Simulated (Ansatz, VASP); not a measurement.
**SiGe5: VASP beside Ansatz**

```xyz
6
Lattice="4.0736 0.0000 0.0000 -2.0368 3.5279 0.0000 0.0000 0.0000 9.9792" Properties=species:S:1:pos:R:3 pbc="T T T"
Si    0.0000    0.0000    0.0014
Ge    2.0368    1.1760    6.6712
Ge    0.0000    2.3519    3.3069
Ge    2.0368    1.1760    9.1923
Ge    0.0000    2.3519    5.8195
Ge    0.0000    0.0000    2.4514
```

Alike in both runs: task single point; functional PBE; k mesh 6 × 6 × 2; no spin polarisation.

|  | VASP | Ansatz |
| --- | --- | --- |
| version | VASP 6.6.1 | Ansatz 0.2.0 |
| potentials or method | VASP PAW PBE potentials, release 64 (Si, Ge_d) | plane waves, PAW |
| plane-wave cutoff (eV) | 520 | 420 |
| occupations | gaussian, width 0.01 eV | fixed |
| valence electrons in the cell | 74 | 74 |

VASP gave:

```
gap on the k mesh at the Fermi level (eV)                     : none
pressure (GPa)                                                : -1.7
traceless stress, the component that is largest in VASP (GPa) : -0.23
rms of the force components (eV/Å)                            : 0.011
```

Problem. Estimate Ansatz's values.

Solution. gap on the k mesh at the Fermi level (eV): none; pressure (GPa): -1.6; traceless stress, the component that is largest in VASP (GPa): -0.24; rms of the force components (eV/Å): 0.010.

Atom by atom the forces differ by 0.001 eV/Å (rms over components). A gap of «none» marks a metal or a gap that the smearing closes. Ansatz's warnings: unresolved pair at count.
